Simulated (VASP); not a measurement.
Here is a VASP 6.6.1 calculation.

The input INCAR:

```
PREC = Accurate
ENCUT = 520
EDIFF = 1E-6
ISMEAR = -1
SIGMA = 0.16
LREAL = Auto
LASPH = T
NELM = 60
ALGO = Normal
ISIF = 2
LWAVE = F
LCHARG = F
GGA = PE
NBANDS = 54
```

Contents of KPOINTS:

```
Automatic mesh
0
Gamma
  2 2 2
```

POSCAR

```
LiCl
1.0
    0.0000000000      5.3267100000      5.3267100000
    5.3267100000      0.0000000000      5.3267100000
    5.3267100000      5.3267100000      0.0000000000
Li Cl
8 8
Direct
    0.0243489884     -0.0161450501      0.0662322522
    0.0944016100     -0.0378751612      0.4981592766
    0.0989635253      0.4252624979     -0.0115174282
    0.0459852329      0.4427967732      0.4943482938
    0.5438722964      0.0741639774     -0.0425684897
    0.5832399361     -0.0819924494      0.5264882075
    0.6975694190      0.4770017516     -0.0346836978
    0.5722575473      0.6163936088      0.3677973834
    0.2850258415      0.2672099664      0.2726354542
    0.3674031438      0.1363599670      0.7859354085
    0.3371781081      0.7351160472      0.1873858348
    0.3169310888      0.6990055776      0.6860519908
    0.8288324313      0.2841059491      0.2429172979
    0.8093175713      0.2529328610      0.7975279300
    0.7893333784      0.8060604013      0.2171227643
    0.8643046083      0.7512141641      0.7039805058
```

Potentials or basis: VASP PAW PBE potentials, release 64 (Li_sv, Cl).

Run with:

```bash
$ cat potpaw_PBE.64/Li_sv/POTCAR potpaw_PBE.64/Cl/POTCAR > POTCAR
$ mpirun -np 1 vasp_std > vasp.out
```

Q: What does it give for the band gap on the k mesh?

A: 4.88 eV.

Q: Estimate the largest force.

A: 2.052 eV/Å.

Forces on the atoms (eV/Å):
```
Li  -0.170  0.074  0.607
Li  -0.035 -0.267  0.212
Li  -0.154  0.120  0.648
Li   0.660  0.066  0.227
Li   0.314  1.304  0.327
Li   0.458 -0.040 -0.147
Li   0.687 -0.498 -0.097
Li  -0.104 -0.050 -0.738
Cl  -1.014 -0.066 -0.248
Cl   0.075 -2.051  0.040
Cl   0.169  0.391 -0.394
Cl   0.115  0.771  0.473
Cl  -0.013  0.324 -0.284
Cl  -0.611 -0.166  0.165
Cl  -0.073  0.317 -0.159
Cl  -0.301 -0.229 -0.633
```

Caveat: the k points lie up to 0.51 Å⁻¹ apart; the atoms stand as in a frame of molecular dynamics; forces of over 1 eV/Å act on the atoms, so gaps and moduli don't describe the material at rest.
